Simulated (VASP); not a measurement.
# Mn (P6/mmm) in VASP: notebook

The runs below take Mn through single point, relaxation of cell and atoms, with BLYP.

All numbers are computed with VASP 6.6.1; they aren't measurements. Logs are shortened: lines on timing, memory, paths and dates and some standing lists are left out, and cuts for length are marked.

## (1) The cell of the first run

It takes space group P6/mmm (No. 191, hexagonal). Conventional cell: a = 4.099 Å, b = 4.099 Å, c = 2.585 Å, α = 90.00°, β = 90.00°, γ = 120.00°. Within 3.4 Å of Mn (site symmetry 6/mmm) lie 14 Mn at 2.58 to 2.70 Å. Mn (site symmetry -6m2) has 11 Mn at 2.37 to 2.70 Å within 3.1 Å.

This isn't the form of Mn at room conditions, which is a 58-atom cubic cell.

## (2) Single point, BLYP (12.54 Å³/atom)

INCAR reads:

```
AGGAC = 1.0
AGGAX = 1.0
ALDAC = 0.0
ALDAX = 1.0
ALGO = Normal
EDIFF = 1E-6
ENCUT = 520
GGA = B5
ISIF = 2
ISMEAR = -1
LASPH = T
LCHARG = F
LREAL = F
LWAVE = F
NBANDS = 26
NELM = 80
PREC = Accurate
SIGMA = 0.1
```

KPOINTS reads:

```
k-points
0
Gamma
  10 10 14
```

POSCAR reads:

```
Mn
1.0
    4.0991796140      0.0000000000      0.0000000000
   -2.0495898070      3.5499936804      0.0000000000
    0.0000000000      0.0000000000      2.5847197930
Mn
3
Direct
    1.0000000000      0.0000000000      0.0000000000
    0.3333333333      0.6666666667      0.5000000000
    0.6666666667      0.3333333333      0.5000000000
```

Potentials or basis: VASP PAW PBE potentials, release 64 (Mn_pv).

Command:

```
$ cat potpaw_PBE.64/Mn_pv/POTCAR > POTCAR
$ mpirun -np 1 vasp_std > vasp.out
```

OUTCAR:

```text
EDIFF = 1E-6
   ENCUT = 520
   GGA = B5
   ISIF = 2
   ISMEAR = -1
   LASPH = T
   LREAL = F
   NELM = 80
   PREC = Accurate

 ion  position               nearest neighbor table
   1  0.000  0.000  0.000-   2 2.70   3 2.70   2 2.70   3 2.70   3 2.70   3 2.70   2 2.70   2 2.70
                             3 2.70   3 2.70   2 2.70   2 2.70
   2  0.333  0.667  0.500-   3 2.37   3 2.37   3 2.37   1 2.70   1 2.70   1 2.70   1 2.70   1 2.70
                             1 2.70
   3  0.667  0.333  0.500-   2 2.37   2 2.37   2 2.37   1 2.70   1 2.70   1 2.70   1 2.70   1 2.70
                             1 2.70

  LATTYP: Found a hexagonal cell.
 ALAT       =     4.0991796140
 C/A-ratio  =     0.6305456302

  Lattice vectors:

 A1 = (   4.0991796140,   0.0000000000,   0.0000000000)
 A2 = (  -2.0495898070,   3.5499936804,   0.0000000000)
 A3 = (   0.0000000000,   0.0000000000,   2.5847197930)

Analysis of symmetry for initial positions (statically):
=====================================================================
 Subroutine PRICEL returns:
 Original cell was already a primitive cell.

 Routine SETGRP: Setting up the symmetry group for a
 hexagonal supercell.

 Subroutine GETGRP returns: Found 24 space group operations
 (whereof 24 operations were pure point group operations)
 out of a pool of 24 trial point group operations.

The static configuration has the point symmetry D_6h.

Analysis of symmetry for dynamics (positions and initial velocities):
=====================================================================
 Subroutine PRICEL returns:
 Original cell was already a primitive cell.

 Routine SETGRP: Setting up the symmetry group for a
 hexagonal supercell.

 Subroutine GETGRP returns: Found 24 space group operations
 (whereof 24 operations were pure point group operations)
 out of a pool of 24 trial point group operations.

The dynamic configuration has the point symmetry D_6h.

 Subroutine INISYM returns: Found 24 space group operations
 (whereof 24 operations are pure point group operations),
 and found     1 'primitive' translations

----------------------------------------------------------------------------------------

                                     Primitive cell

  volume of cell :      37.6130

  direct lattice vectors                    reciprocal lattice vectors
     4.099179614  0.000000000  0.000000000     0.243951252  0.140845321  0.000000000
    -2.049589807  3.549993680  0.000000000     0.000000000  0.281690642  0.000000000
     0.000000000  0.000000000  2.584719793     0.000000000  0.000000000  0.386889133

  length of vectors
     4.099179614  4.099179614  2.584719793     0.281690642  0.281690642  0.386889133

  position of ions in fractional coordinates (direct lattice)
     0.000000000  0.000000000  0.000000000
     0.333333333  0.666666667  0.500000000
     0.666666667  0.333333333  0.500000000

  ion indices of the primitive-cell ions
   primitive index   ion index
                 1           1
                 2           2
                 3           3

----------------------------------------------------------------------------------------

 KPOINTS: k-points

Automatic generation of k-mesh.
 Grid dimensions read from file:
 generate k-points for:   10   10   14

 Generating k-lattice:

  Cartesian coordinates                     Fractional coordinates (reciprocal lattice)
     0.024395125  0.014084532  0.000000000     0.100000000  0.000000000  0.000000000
     0.000000000  0.028169064  0.000000000     0.000000000  0.100000000  0.000000000
     0.000000000  0.000000000  0.027634938     0.000000000  0.000000000  0.071428571

  Length of vectors
     0.028169064  0.028169064  0.027634938

  Shift w.r.t. Gamma in fractional coordinates (k-lattice)
     0.000000000  0.000000000  0.000000000

 Subroutine IBZKPT returns following result:
 ===========================================

 Found    112 irreducible k-points:

 Following reciprocal coordinates:
            Coordinates               Weight
  0.000000  0.000000  0.000000      1.000000
  0.100000  0.000000  0.000000      6.000000
  0.200000  0.000000  0.000000      6.000000
  0.300000  0.000000  0.000000      6.000000
  0.400000  0.000000  0.000000      6.000000
  0.500000 -0.000000  0.000000      3.000000
[... 16 lines left out ...]
  0.300000  0.100000  0.071429     24.000000
  0.400000  0.100000  0.071429     24.000000
 [... further k-points ...]
   k-points           NKPTS =    112   k-points in BZ     NKDIM =    112   number of bands    NBANDS=     26
   number of dos      NEDOS =    301   number of ions     NIONS =      3
   total plane-waves  NPLWV =  18000
   dimension x,y,z NGX =    30 NGY =   30 NGZ =   20
   dimension x,y,z NGXF=    60 NGYF=   60 NGZF=   40
   ions per type =               3
   NGX,Y,Z   is equivalent  to a cutoff of  12.17, 12.17, 12.86 a.u.
   NGXF,Y,Z  is equivalent  to a cutoff of  24.33, 24.33, 25.73 a.u.
 SYSTEM =  unknown system
   PREC   = accura    normal or accurate (medium, high low for compatibility)
   ISTART =      0    job   : 0-new  1-cont  2-samecut
   ICHARG =      2    charge: 1-file 2-atom 10-const
   ISPIN  =      1    spin polarized calculation?
   LNONCOLLINEAR =      F non collinear calculations
   LSORBIT =      F    spin-orbit coupling
   LASPH  =      T    aspherical Exc in radial PAW
   ENCUT  =  520.0 eV  38.22 Ry    6.18 a.u.   7.62  7.62  4.81*2*pi/ulx,y,z
   NELM   =     80;   NELMIN=  2; NELMDL= -5     # of ELM steps
   EDIFF  = 0.1E-05   stopping-criterion for ELM
   LREAL  =      F    real-space projection
   EDIFFG = 0.1E-04   stopping-criterion for IOM
   NSW    =      0    number of steps for IOM
   IBRION =     -1    ionic relax: 0-MD 1-quasi-New 2-CG
   NFREE  =      0    steps in history (QN), initial steepest desc. (CG)
   ISIF   =      2    stress and relaxation
   ISYM   =      2    0-nonsym 1-usesym 2-fastsym
   POTIM  = 0.5000    time-step for ionic-motion
   TEBEG  =    0.0;   TEEND  =   0.0 temperature during run
   PSTRESS=    0.0 pullay stress
   NELECT =      39.0000    total number of electrons
   NUPDOWN=      -1.0000    fix difference up-down
   EMIN   =  10.00;   EMAX   =-10.00  energy-range for DOS
   EFERMI =   0.00;   METHOD = LEGACY
   ISMEAR =    -1;   SIGMA  =   0.10  broadening in eV -4-tet -1-fermi 0-gaus
   EFERMI_NEDOS =   21; number of points for ismear=-14 and -15
   IALGO  =     38    algorithm
   IMIX   =      4    mixing-type and parameters
     AMIX     =   0.40;   BMIX     =  1.00
     AMIX_MAG =   1.60;   BMIX_MAG =  1.00
  volume/ion in A,a.u.               =      12.54        84.61
  Fermi-wavevector in a.u.,A,eV,Ry     =   1.656979  3.131236 37.355881  2.745580
  Thomas-Fermi vector in A             =   2.744811
   LORBIT       =      0    0 simple, 1 ext, 2 COOP (PROOUT), +10 PAW based schemes
   GGA     = B5    functional components
   LHFCALC =     F    Hartree Fock is set to
   AEXX    =    0.0000 exact exchange contribution
   IVDW    =     0    specifies the selected vdW correction
   LEPSILON=     F    determine dielectric tensor
   LRPA    =     F    only Hartree local field effects (RPA)
 non-spin polarized calculation
  energy-cutoff  :      520.00
  volume of cell :       37.61
 maximum number of plane-waves:      1054
   NGX = 15   NGY = 15   NGZ =  9

 number of electron      39.0000010 magnetization

 Free energy of the ion-electron system (eV)
  ---------------------------------------------------
  ext. energy  EPLUGINS =         0.00000000
  ---------------------------------------------------
  free energy    TOTEN  =       -23.00155457 eV

  energy without entropy =      -22.85544117  energy(sigma->0) =      -22.92849787

 E-fermi :   8.8733     XC(G=0): -12.5246

 val. band max:        8.8585476869   @ k =   0.3000   0.1000   0.0000
 cond. band min:       8.8831087748   @ k =   0.5000  -0.0000   0.2857
 fundamental gap:      0.0245610880
 Fermi energy:         8.8733263393

 k-point     1 :       0.0000    0.0000    0.0000
  band No.  band energies     occupation
      1     -39.0296      2.00000
      2     -39.0295      2.00000
      3     -38.7952      2.00000
      4     -38.7952      2.00000
      5     -38.7644      2.00000
      6     -38.6531      2.00000
[... 18 lines left out ...]
     25      10.4062      0.00000
     26      16.6025      0.00000

 k-point     2 :       0.1000    0.0000    0.0000
  band No.  band energies     occupation
      1     -39.0402      2.00000
      2     -39.0294      2.00000
      3     -38.7817      2.00000
      4     -38.7792      2.00000
      5     -38.7611      2.00000
      6     -38.6550      2.00000
[... 18 lines left out ...]
     25      10.3912      0.00000
     26      14.8937      0.00000

 k-point     3 :       0.2000    0.0000    0.0000
  band No.  band energies     occupation
      1     -39.0644      2.00000
      2     -39.0222      2.00000
      3     -38.7516      2.00000
      4     -38.7493      2.00000
      5     -38.7408      2.00000
      6     -38.6606      2.00000
[... 18 lines left out ...]
     25      10.3455      0.00000
     26      13.2185      0.00000

 k-point     4 :       0.3000    0.0000    0.0000
  band No.  band energies     occupation
      1     -39.0892      2.00000
      2     -38.9984      2.00000
      3     -38.7375      2.00000
      4     -38.7110      2.00000
      5     -38.6982      2.00000
      6     -38.6725      2.00000
[... 18 lines left out ...]
     25      10.2668      0.00000
     26      11.8452      0.00000

 k-point     5 :       0.4000    0.0000    0.0000
  band No.  band energies     occupation
      1     -39.1068      2.00000
      2     -38.9587      2.00000
      3     -38.7454      2.00000
      4     -38.7216      2.00000
      5     -38.6806      2.00000
      6     -38.6771      2.00000
[... 18 lines left out ...]
     25      10.1522      0.00001
     26      10.8438      0.00000

 k-point     6 :       0.5000   -0.0000    0.0000
  band No.  band energies     occupation
      1     -39.1131      2.00000
      2     -38.9310      2.00000
      3     -38.7852      2.00000
      4     -38.7117      2.00000
      5     -38.6886      2.00000
      6     -38.6613      2.00000
[... 427 lines left out ...]
 k-point    21 :       0.1000    0.1000    0.0714
  band No.  band energies     occupation
      1     -39.0532      2.00000
      2     -39.0252      2.00000
      3     -38.7730      2.00000
      4     -38.7546      2.00000
      5     -38.7456      2.00000
      6     -38.6712      2.00000
[... 18 lines left out ...]
     25      10.3344      0.00000
     26      13.9750      0.00000

 k-point    22 :       0.2000    0.1000    0.0714
  band No.  band energies     occupation
      1     -39.0734      2.00000
      2     -39.0119      2.00000
      3     -38.7604      2.00000
      4     -38.7198      2.00000
      5     -38.7097      2.00000
      6     -38.6782      2.00000
[... 18 lines left out ...]
     25      10.2837      0.00000
     26      12.5095      0.00000

 k-point    23 :       0.3000    0.1000    0.0714
  band No.  band energies     occupation
      1     -39.0915      2.00000
      2     -38.9807      2.00000
      3     -38.7478      2.00000
      4     -38.7219      2.00000
      5     -38.6909      2.00000
      6     -38.6837      2.00000
[... 18 lines left out ...]
     25      10.2265      0.00000
     26      11.3254      0.00000

 k-point    24 :       0.4000    0.1000    0.0714
  band No.  band energies     occupation
      1     -39.1019      2.00000
      2     -38.9414      2.00000
      3     -38.7888      2.00000
      4     -38.7268      2.00000
      5     -38.6997      2.00000
      6     -38.6616      2.00000
[... 18 lines left out ...]
     25      10.3478      0.00000
     26      10.5690      0.00000

 [... further k-points ...]

------------------------ aborting loop because EDIFF is reached ----------------------------------------

  FORCE on cell =-STRESS in cart. coord.  units (eV):
  Direction    XX          YY          ZZ          XY          YZ          ZX
  --------------------------------------------------------------------------------------
  -------------------------------------------------------------------------------------
  Total       -5.1368383     -5.1368383     -4.7162725      0.0000000      0.0000000     -0.0000000
  in kB     -218.8106642   -218.8106642   -200.8960864      0.0000000      0.0000000     -0.0000000
  external PRESSURE =    -212.8391383 kB  Pullay stress =       0.0000000 kB

 VOLUME and BASIS-vectors are now :
 -----------------------------------------------------------------------------
  energy-cutoff  :      520.00
  volume of cell :       37.61
      direct lattice vectors                 reciprocal lattice vectors
     4.099179614  0.000000000  0.000000000     0.243951252  0.140845321  0.000000000
    -2.049589807  3.549993680  0.000000000     0.000000000  0.281690642  0.000000000
     0.000000000  0.000000000  2.584719793     0.000000000  0.000000000  0.386889133

 POSITION                                       TOTAL-FORCE (eV/Angst)
 -----------------------------------------------------------------------------------
      0.00000      0.00000      0.00000         0.000000      0.000000      0.000000
     -0.00000      2.36666      1.29236         0.000000      0.000000      0.000000
      2.04959      1.18333      1.29236        -0.000000      0.000000      0.000000
 -----------------------------------------------------------------------------------
    total drift:                               -0.000000      0.000000      0.000000

  FREE ENERGIE OF THE ION-ELECTRON SYSTEM (eV)
  ---------------------------------------------------
  free  energy   TOTEN  =       -23.0015545694 eV

  energy  without entropy=      -22.8554411680  energy(sigma->0) =      -22.92849787
```

Wall time 58 s (1 thread of Intel Xeon 6975P-C (Granite Rapids), shared host); peak memory 0.19 GiB.

What came out:

| Item | Value |
| --- | --- |
| Free energy | -23.0016 eV |
| Pressure | -21.3 GPa |
| Band gap on the k mesh | zero (an odd number of electrons rules out a gap without spin polarisation) |

Stress tensor (GPa, compression positive):
```
-21.88   0.00   0.00
  0.00 -21.88   0.00
  0.00   0.00 -20.09
```

Levels at points of the mesh, in eV from the Fermi level:
```
           k point  band 17  band 18  band 19  band 20  band 21  band 22
(0.00, 0.00, 0.00)    -0.92    -0.45    -0.45    -0.09    -0.09    -0.02
(0.50, 0.00, 0.00)    -0.92    -0.79     0.03     0.09     0.93     1.09
(0.00, 0.00, 0.50)    -0.63    -0.46    -0.46     1.09     1.09     1.41
(0.50, 0.00, 0.50)    -0.63    -0.50    -0.06     0.30     0.95     1.22
```

Caveat: the cell stands under tension; the PAW data sets were made with another functional, which shifts forces and pressure a little; the run has no spin polarisation, though such a crystal can be magnetic.

## (3) Relaxation of cell and atoms, BLYP

This run uses another cell than the first one, of 11.75 Å³/atom.

INCAR reads:

```
PREC = Accurate ; ENCUT = 600
EDIFF = 1E-7 ; ISMEAR = -1
SIGMA = 0.1 ; LREAL = F
LASPH = T ; NELM = 100
ALGO = Normal ; ISIF = 3
LWAVE = F ; LCHARG = F
GGA = B5 ; ALDAX = 1.0
AGGAX = 1.0 ; AGGAC = 1.0
ALDAC = 0.0 ; IBRION = 2
NSW = 80 ; EDIFFG = -0.01
```

KPOINTS reads:

```
regular mesh
0
Gamma
  9 9 13
```

POSCAR reads:

```
Mn
1.0
    4.0493320461      0.0000000000      0.0000000000
   -2.0246660230      3.5068244202      0.0000000000
    0.0000000000      0.0000000000      2.4822405442
Mn
3
Direct
    0.0000000000      0.0000000000      0.0000000000
    0.3333333333      0.6666666667      0.5000000000
    0.6666666667      0.3333333333      0.5000000000
```

Potentials or basis: VASP PAW PBE potentials, release 64 (Mn_pv).

Command:

```
$ cat potpaw_PBE.64/Mn_pv/POTCAR > POTCAR
$ mpirun -np 1 vasp_std > vasp.out
```

Wall time 4 min (1 thread of Intel Xeon 6975P-C (Granite Rapids), shared host); peak memory 0.2 GiB.

Results (log left out):

```yaml
Free_energy: -23.2986 eV
Relaxed_volume: 11.19 Å³/atom
Relaxed_cell: a = 3.948 Å, b = 3.948 Å, c = 2.488 Å, α = 90.00°, β = 90.00°, γ = 120.00°
Space_group_after_relaxing_to_0.1_Å: P6/mmm (No. 191)
Energy_gained_by_relaxing: 24.8 meV/atom
Ionic_steps: 9
Pressure_after_relaxing: 0.0 GPa
```

The path:
```
step  energy change (eV)  largest force (eV/Å)  pressure (GPa)  volume (Å³)
   1              0.0000                0.0000          -10.79        35.25
   2              0.0535                0.0000           19.60        31.36
   3             -0.0689                0.0000            0.41        33.50
   4             -0.0690                0.0000            0.67        33.47
   5             -0.0742                0.0000            0.24        33.54
   6             -0.0743                0.0000            0.17        33.56
   7             -0.0743                0.0000            0.19        33.56
   8             -0.0743                0.0000           -0.25        33.61
   9             -0.0744                0.0000           -0.02        33.58
```

Final structure:
```cif
data_structure
_symmetry_space_group_name_H-M 'P 1'
_symmetry_Int_Tables_number 1
_cell_length_a 3.9475
_cell_length_b 3.9475
_cell_length_c 2.4884
_cell_angle_alpha 90.000
_cell_angle_beta 90.000
_cell_angle_gamma 120.000
_cell_volume 33.58
loop_
_atom_site_label
_atom_site_type_symbol
_atom_site_fract_x
_atom_site_fract_y
_atom_site_fract_z
_atom_site_occupancy
Mn1 Mn 0.00000 0.00000 0.00000 1
Mn2 Mn 0.33333 0.66667 0.50000 1
Mn3 Mn 0.66667 0.33333 0.50000 1
```

Levels at points of the mesh, in eV from the Fermi level:
```tsv
k point	band 16	band 17	band 18	band 19	band 20	band 21	band 22	band 23
(0.00, 0.00, 0.00)	-1.63	-1.07	-0.53	-0.53	-0.12	-0.12	-0.03	-0.03
```

Caveat: the highest band is partly filled, so the run has too few bands; the PAW data sets were made with another functional, which shifts forces and pressure a little; the run has no spin polarisation, though such a crystal can be magnetic. Spin polarisation is off, so any magnetic state and its effect on volume and gap are missing.
